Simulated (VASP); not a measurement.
# Al (I4/mmm) in VASP: a series of runs

Runs on Al. Level: r2SCAN. Tasks: single point.

All numbers are computed with VASP 6.6.1; they aren't measurements. Logs are shortened: lines on timing, memory, paths and dates and some standing lists are left out, and cuts for length are marked.

## Step 1: The cell of the first run

It takes space group I4/mmm (No. 139, tetragonal). The conventional cell has a = 2.862 Å, b = 2.862 Å, c = 4.260 Å, α = 90.00°, β = 90.00°, γ = 90.00°. Al (site symmetry 4/mmm) has 12 Al at 2.86 to 2.94 Å within 3.8 Å.

## Step 2: Single point, r2SCAN (strain +0.0525 x Voigt [0, 0, 1, 0, 0, 0])

Input file POSCAR:

```
Al
1.0
    0.0000000000      2.0239800000      2.1302389500
    2.0239800000      0.0000000000      2.1302389500
    2.0239800000      2.0239800000      0.0000000000
Al
1
Direct
    0.0000000000      0.0000000000      0.0000000000
```

Input file INCAR.step1:

```
SYSTEM = Al
ALGO = Normal ; EDIFF = 1E-4
ENCUT = 520 ; GGA = PE
ISMEAR = 0 ; LASPH = .True.
LCHARG = .False. ; LREAL = .False.
LWAVE = .True. ; NBANDS = 8
NELM = 80 ; PREC = Accurate
SIGMA = 0.2
```

Input file INCAR.step2:

```
SYSTEM = Al
ALGO = Normal ; EDIFF = 1E-6
ENCUT = 520 ; ISIF = 2
ISMEAR = 0 ; ISTART = 1
LASPH = .True. ; LCHARG = .False.
LMIXTAU = .True. ; LREAL = .False.
LWAVE = .False. ; METAGGA = R2SCAN
NBANDS = 8 ; NELM = 80
PREC = Accurate ; SIGMA = 0.2
```

Input file KPOINTS:

```
k-points
0
Gamma
  20 20 20
  0 0 0
```

Potentials or basis: VASP PAW PBE potentials, release 64 (Al).

On the command line:

```bash
$ cat potpaw_PBE.64/Al/POTCAR > POTCAR
$ cp INCAR.step1 INCAR
$ mpirun -np 1 vasp_std > vasp.out
$ cp INCAR.step2 INCAR
$ mpirun -np 1 vasp_std > vasp.out
```

OUTCAR:

```text
SYSTEM = Al
   EDIFF = 1E-6
   ENCUT = 520
   ISIF = 2
   ISMEAR = 0
   ISTART = 1
   LASPH = .True.
   LREAL = .False.
   METAGGA = R2SCAN
   NELM = 80
   PREC = Accurate

 ion  position               nearest neighbor table
   1  0.000  0.000  0.000-

  LATTYP: Found a body centered tetragonal cell.
 ALAT       =     2.8623399660
 C/A-ratio  =     1.4884597744

  Lattice vectors:

 A1 = (  -2.0239800000,   0.0000000000,   2.1302389500)
 A2 = (   2.0239800000,   0.0000000000,   2.1302389500)
 A3 = (   0.0000000000,   2.0239800000,  -2.1302389500)

Analysis of symmetry for initial positions (statically):
=====================================================================
 Subroutine PRICEL returns:
 Original cell was already a primitive cell.

 Routine SETGRP: Setting up the symmetry group for a
 body centered tetragonal supercell.

 Subroutine GETGRP returns: Found 16 space group operations
 (whereof 16 operations were pure point group operations)
 out of a pool of 16 trial point group operations.

The static configuration has the point symmetry D_4h.

Analysis of symmetry for dynamics (positions and initial velocities):
=====================================================================
 Subroutine PRICEL returns:
 Original cell was already a primitive cell.

 Routine SETGRP: Setting up the symmetry group for a
 body centered tetragonal supercell.

 Subroutine GETGRP returns: Found 16 space group operations
 (whereof 16 operations were pure point group operations)
 out of a pool of 16 trial point group operations.

The dynamic configuration has the point symmetry D_4h.

 Subroutine INISYM returns: Found 16 space group operations
 (whereof 16 operations are pure point group operations),
 and found     1 'primitive' translations

----------------------------------------------------------------------------------------

                                     Primitive cell

  volume of cell :      17.4530

  direct lattice vectors                    reciprocal lattice vectors
     0.000000000  2.023980000  2.130238950    -0.247038014  0.247038014  0.234715453
     2.023980000  0.000000000  2.130238950     0.247038014 -0.247038014  0.234715453
     2.023980000  2.023980000  0.000000000     0.247038014  0.247038014 -0.234715453

  length of vectors
     2.938437174  2.938437174  2.862339966     0.420888233  0.420888233  0.420888233

  position of ions in fractional coordinates (direct lattice)
     0.000000000  0.000000000  0.000000000

  ion indices of the primitive-cell ions
   primitive index   ion index
                 1           1

----------------------------------------------------------------------------------------

 KPOINTS: k-points

Automatic generation of k-mesh.
 Grid dimensions read from file:
 generate k-points for:   20   20   20

 Generating k-lattice:

  Cartesian coordinates                     Fractional coordinates (reciprocal lattice)
    -0.012351901  0.012351901  0.011735773     0.050000000  0.000000000  0.000000000
     0.012351901 -0.012351901  0.011735773     0.000000000  0.050000000  0.000000000
     0.012351901  0.012351901 -0.011735773     0.000000000  0.000000000  0.050000000

  Length of vectors
     0.021044412  0.021044412  0.021044412

  Shift w.r.t. Gamma in fractional coordinates (k-lattice)
     0.000000000  0.000000000  0.000000000

 Subroutine IBZKPT returns following result:
 ===========================================

 Found    641 irreducible k-points:

 Following reciprocal coordinates:
            Coordinates               Weight
  0.000000  0.000000  0.000000      1.000000
  0.050000  0.000000  0.000000      8.000000
  0.100000  0.000000  0.000000      8.000000
  0.150000  0.000000  0.000000      8.000000
  0.200000  0.000000  0.000000      8.000000
  0.250000  0.000000  0.000000      8.000000
[... 16 lines left out ...]
 -0.400000  0.050000  0.000000      8.000000
 -0.350000  0.050000  0.000000      8.000000
 [... further k-points ...]
   k-points           NKPTS =    641   k-points in BZ     NKDIM =    641   number of bands    NBANDS=      8
   number of dos      NEDOS =    301   number of ions     NIONS =      1
   total plane-waves  NPLWV =  13824
   dimension x,y,z NGX =    24 NGY =   24 NGZ =   24
   dimension x,y,z NGXF=    48 NGYF=   48 NGZF=   48
   ions per type =               1
   NGX,Y,Z   is equivalent  to a cutoff of  13.58, 13.58, 13.94 a.u.
   NGXF,Y,Z  is equivalent  to a cutoff of  27.16, 27.16, 27.88 a.u.
 SYSTEM =  Al
   PREC   = accura    normal or accurate (medium, high low for compatibility)
   ISTART =      1    job   : 0-new  1-cont  2-samecut
   ICHARG =      0    charge: 1-file 2-atom 10-const
   ISPIN  =      1    spin polarized calculation?
   LNONCOLLINEAR =      F non collinear calculations
   LSORBIT =      F    spin-orbit coupling
   LASPH  =      T    aspherical Exc in radial PAW
   ENCUT  =  520.0 eV  38.22 Ry    6.18 a.u.   5.46  5.46  5.32*2*pi/ulx,y,z
   NELM   =     80;   NELMIN=  2; NELMDL=  0     # of ELM steps
   EDIFF  = 0.1E-05   stopping-criterion for ELM
   LREAL  =      F    real-space projection
   EDIFFG = 0.1E-04   stopping-criterion for IOM
   NSW    =      0    number of steps for IOM
   IBRION =     -1    ionic relax: 0-MD 1-quasi-New 2-CG
   NFREE  =      0    steps in history (QN), initial steepest desc. (CG)
   ISIF   =      2    stress and relaxation
   ISYM   =      2    0-nonsym 1-usesym 2-fastsym
   POTIM  = 0.5000    time-step for ionic-motion
   TEBEG  =    0.0;   TEEND  =   0.0 temperature during run
   PSTRESS=    0.0 pullay stress
   NELECT =       3.0000    total number of electrons
   NUPDOWN=      -1.0000    fix difference up-down
   EMIN   =  10.00;   EMAX   =-10.00  energy-range for DOS
   EFERMI =   0.00;   METHOD = LEGACY
   ISMEAR =     0;   SIGMA  =   0.20  broadening in eV -4-tet -1-fermi 0-gaus
   EFERMI_NEDOS =   21; number of points for ismear=-14 and -15
   IALGO  =     38    algorithm
   IMIX   =      4    mixing-type and parameters
     AMIX     =   0.40;   BMIX     =  1.00
     AMIX_MAG =   1.60;   BMIX_MAG =  1.00
  volume/ion in A,a.u.               =      17.45       117.78
  Fermi-wavevector in a.u.,A,eV,Ry     =   0.910245  1.720114 11.273054  0.828546
  Thomas-Fermi vector in A             =   2.034385
   LORBIT       =      0    0 simple, 1 ext, 2 COOP (PROOUT), +10 PAW based schemes
   METAGGA = R2SCAN    functional components
   LHFCALC =     F    Hartree Fock is set to
   AEXX    =    0.0000 exact exchange contribution
   IVDW    =     0    specifies the selected vdW correction
   LEPSILON=     F    determine dielectric tensor
   LRPA    =     F    only Hartree local field effects (RPA)
 non-spin polarized calculation
 Gauss-broadening in eV      SIGMA  =   0.20
  energy-cutoff  :      520.00
  volume of cell :       17.45
 maximum number of plane-waves:       491
 NGX is ok and might be reduce to    24
   NGX = 11   NGY = 11   NGZ = 11

 number of electron       3.0000000 magnetization

 Free energy of the ion-electron system (eV)
  ---------------------------------------------------
  ext. energy  EPLUGINS =         0.00000000
  ---------------------------------------------------
  free energy    TOTEN  =        -6.69852745 eV

  energy without entropy =       -6.69071670  energy(sigma->0) =       -6.69462207

 E-fermi :   7.4590     XC(G=0): -10.7002

 val. band max:        7.4572607018   @ k =   0.4500   0.2000   0.0000
 cond. band min:       7.4594584672   @ k =  -0.4000  -0.0000   0.4000
 fundamental gap:      0.0021977654
 Fermi energy:         7.4590157552

 k-point     1 :       0.0000    0.0000    0.0000
  band No.  band energies     occupation
      1      -4.0028      2.00000
      2      20.1004      0.00000
      3      20.6855      0.00000
      4      20.6855      0.00000
      5      21.8644      0.00000
      6      21.8645      0.00000
      7      22.0270      0.00000
      8      24.4507      0.00000

 k-point     2 :       0.0500    0.0000    0.0000
  band No.  band energies     occupation
      1      -3.9330      2.00000
      2      19.0707      0.00000
      3      20.0586      0.00000
      4      20.3942      0.00000
      5      22.2682      0.00000
      6      22.3045      0.00000
      7      22.5443      0.00000
      8      25.1923      0.00000

 k-point     3 :       0.1000    0.0000    0.0000
  band No.  band energies     occupation
      1      -3.7236      2.00000
      2      17.0639      0.00000
      3      19.5048      0.00000
      4      19.9319      0.00000
      5      22.6354      0.00000
      6      23.0601      0.00000
      7      23.0799      0.00000
      8      24.9607      0.00000

 k-point     4 :       0.1500    0.0000    0.0000
  band No.  band energies     occupation
      1      -3.3754      2.00000
      2      14.9873      0.00000
      3      19.0065      0.00000
      4      19.5300      0.00000
      5      22.5352      0.00000
      6      23.2260      0.00000
      7      23.9506      0.00000
      8      24.8325      0.00000

 k-point     5 :       0.2000    0.0000    0.0000
  band No.  band energies     occupation
      1      -2.8892      2.00000
      2      12.9562      0.00000
      3      18.5985      0.00000
      4      19.2289      0.00000
      5      22.3722      0.00000
      6      22.4546      0.00000
      7      24.2919      0.00000
      8      25.6715      0.00000

 k-point     6 :       0.2500    0.0000    0.0000
  band No.  band energies     occupation
      1      -2.2664      2.00000
      2      11.0050      0.00000
      3      18.2948      0.00000
      4      19.0389      0.00000
      5      21.5439      0.00000
      6      22.2863      0.00000
      7      23.4815      0.00000
      8      26.6524      0.00000

 k-point     7 :       0.3000    0.0000    0.0000
  band No.  band energies     occupation
      1      -1.5085      2.00000
      2       9.1501      0.00000
      3      18.1011      0.00000
      4      18.9638      0.00000
      5      20.7205      0.00000
      6      22.2589      0.00000
      7      22.5605      0.00000
      8      26.1198      0.00000
[... 133 lines left out ...]
 k-point    20 :       0.4500    0.0500    0.0000
  band No.  band energies     occupation
      1       1.1611      2.00000
      2       4.8616      2.00000
      3      17.2878      0.00000
      4      18.3423      0.00000
      5      19.1228      0.00000
      6      21.6485      0.00000
      7      22.8621      0.00000
      8      24.8555      0.00000

 k-point    21 :       0.5000    0.0500    0.0000
  band No.  band energies     occupation
      1       2.3741      2.00000
      2       3.4327      2.00000
      3      16.8691      0.00000
      4      18.6924      0.00000
      5      19.4117      0.00000
      6      21.0964      0.00000
      7      23.1794      0.00000
      8      24.2514      0.00000

 k-point    22 :      -0.4500    0.0500    0.0000
  band No.  band energies     occupation
      1       2.0704      2.00000
      2       3.7669      2.00000
      3      16.5711      0.00000
      4      19.1604      0.00000
      5      19.8134      0.00000
      6      20.6605      0.00000
      7      23.5902      0.00000
      8      23.7900      0.00000

 k-point    23 :      -0.4000    0.0500    0.0000
  band No.  band energies     occupation
      1       0.8804      2.00000
      2       5.2338      2.00000
      3      16.3942      0.00000
      4      19.7422      0.00000
      5      20.3262      0.00000
      6      20.3452      0.00000
      7      23.3674      0.00000
      8      24.1976      0.00000

 k-point    24 :      -0.3500    0.0500    0.0000
  band No.  band energies     occupation
      1      -0.1887      2.00000
      2       6.8254      1.99999
      3      16.3383      0.00000
      4      20.1149      0.00000
      5      20.4723      0.00000
      6      20.9469      0.00000
      7      23.1114      0.00000
      8      24.8634      0.00000

 [... further k-points ...]

------------------------ aborting loop because EDIFF is reached ----------------------------------------

  FORCE on cell =-STRESS in cart. coord.  units (eV):
  Direction    XX          YY          ZZ          XY          YZ          ZX
  --------------------------------------------------------------------------------------
  -------------------------------------------------------------------------------------
  Total       -0.6665017     -0.6665017     -0.9494648      0.0000000      0.0000000     -0.0000000
  in kB      -61.1844562    -61.1844562    -87.1602970      0.0000000      0.0000000     -0.0000000
  external PRESSURE =     -69.8430698 kB  Pullay stress =       0.0000000 kB

 VOLUME and BASIS-vectors are now :
 -----------------------------------------------------------------------------
  energy-cutoff  :      520.00
  volume of cell :       17.45
      direct lattice vectors                 reciprocal lattice vectors
     0.000000000  2.023980000  2.130238950    -0.247038014  0.247038014  0.234715453
     2.023980000  0.000000000  2.130238950     0.247038014 -0.247038014  0.234715453
     2.023980000  2.023980000  0.000000000     0.247038014  0.247038014 -0.234715453

 POSITION                                       TOTAL-FORCE (eV/Angst)
 -----------------------------------------------------------------------------------
      0.00000      0.00000      0.00000         0.000000     -0.000000      0.000000
 -----------------------------------------------------------------------------------
    total drift:                                0.000000      0.000000      0.000000

  FREE ENERGIE OF THE ION-ELECTRON SYSTEM (eV)
  ---------------------------------------------------
  free  energy   TOTEN  =        -6.6985274532 eV

  energy  without entropy=       -6.6907166968  energy(sigma->0) =       -6.69462207
```

Wall time 86 s (1 thread of Intel Xeon 6975P-C (Granite Rapids), shared host); peak memory 0.19 GiB.

What came out:

| Item | Value |
| --- | --- |
| Free energy | -6.6985 eV |
| Pressure | -7.0 GPa |
| Band gap on the k mesh | zero (an odd number of electrons rules out a gap without spin polarisation) |

Caveat: the cell differs from its parent crystal (strain +0.0525 x Voigt [0, 0, 1, 0, 0, 0]); the cell stands under tension; the PAW data sets were made with another functional, which shifts forces and pressure a little.

## Step 3: Single point, r2SCAN (strain +0.0600 x Voigt [0, 0, 1, 0, 0, 0])

Input file POSCAR:

```
Al
1.0
    0.0000000000      2.0239800000      2.1454188000
    2.0239800000      0.0000000000      2.1454188000
    2.0239800000      2.0239800000      0.0000000000
Al
1
Direct
    0.0000000000      0.0000000000      0.0000000000
```

Input file INCAR.step1:

```
SYSTEM = Al
  ALGO = Normal
  EDIFF = 1E-4
  ENCUT = 520
  GGA = PE
  ISMEAR = 0
  LASPH = .TRUE.
  LCHARG = .FALSE.
  LREAL = .FALSE.
  LWAVE = .TRUE.
  NBANDS = 8
  NELM = 60
  PREC = Accurate
  SIGMA = 0.2
```

Input file INCAR.step2:

```
SYSTEM = Al
  ALGO = Normal
  EDIFF = 1E-6
  ENCUT = 520
  ISIF = 2
  ISMEAR = 0
  ISTART = 1
  LASPH = .TRUE.
  LCHARG = .FALSE.
  LMIXTAU = .TRUE.
  LREAL = .FALSE.
  LWAVE = .FALSE.
  METAGGA = R2SCAN
  NBANDS = 8
  NELM = 60
  PREC = Accurate
  SIGMA = 0.2
```

Input file KPOINTS:

```
k-points
0
G
  20 20 20
  0 0 0
```

Potentials or basis: VASP PAW PBE potentials, release 64 (Al).

On the command line:

```bash
$ cat potpaw_PBE.64/Al/POTCAR > POTCAR
$ cp INCAR.step1 INCAR
$ mpirun -np 1 vasp_std > vasp.out
$ cp INCAR.step2 INCAR
$ mpirun -np 1 vasp_std > vasp.out
```

Run time: 79 s. Hardware: 1 thread of Intel Xeon 6975P-C (Granite Rapids), shared host; peak memory 0.19 GiB.

Results (log left out):

| Item | Value |
| --- | --- |
| Free energy | -6.6915 eV |
| Pressure | -7.3 GPa |
| Band gap on the k mesh | zero (an odd number of electrons rules out a gap without spin polarisation) |

Stress tensor (GPa, compression positive):
```
-6.36  0.00  0.00
 0.00 -6.36  0.00
 0.00  0.00 -9.29
```

Levels at points of the mesh, in eV from the Fermi level:
```
           k point  band 1  band 2  band 3  band 4  band 5  band 6
(0.00, 0.00, 0.00)  -11.40   12.57   13.23   13.23   14.32   14.32
(0.50, 0.00, 0.00)   -4.74   -4.44   10.73   11.02   12.37   12.47
(0.50, 0.50, 0.00)   -3.55   -2.44    5.92    6.43    6.43   10.04
(0.50, 0.00, 0.50)   -2.72   -1.22    5.15    5.26    5.58    8.92
```

Caveat: the cell differs from its parent crystal (strain +0.0600 x Voigt [0, 0, 1, 0, 0, 0]); the cell stands under tension; the PAW data sets were made with another functional, which shifts forces and pressure a little.
